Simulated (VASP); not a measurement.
A run of VASP 6.6.1 is set up as follows.

Contents of INCAR:

```
SYSTEM = BP
  ALGO = Normal
  EDIFF = 1E-6
  ENCUT = 520
  GGA = PE
  ISIF = 2
  ISMEAR = -1
  LASPH = .TRUE.
  LCHARG = .FALSE.
  LREAL = .FALSE.
  LWAVE = .FALSE.
  NBANDS = 11
  NELM = 80
  PREC = Accurate
  SIGMA = 0.05
```

File KPOINTS:

```
k-points
0
G
  16 16 16
  0 0 0
```

POSCAR

```
BP
1.0
    0.0000000000      2.1597997177      2.1597997177
    2.1597997177      0.0000000000      2.1597997177
    2.1597997177      2.1597997177      0.0000000000
B P
1 1
Direct
    0.0000000000      0.0000000000      0.0000000000
    0.5000000000      0.5000000000      0.5000000000
```

Potentials or basis: VASP PAW PBE potentials, release 64 (B, P).

Run with:

```bash
$ cat potpaw_PBE.64/B/POTCAR potpaw_PBE.64/P/POTCAR > POTCAR
$ mpirun -np 1 vasp_std > vasp.out
```

Task: Estimate the band gap on the k mesh.

Result: Zero (band 4 reaches 11.03 eV, above the bottom of band 5 at 6.90 eV).

Task: Estimate the pressure.

Result: -0.2 GPa.
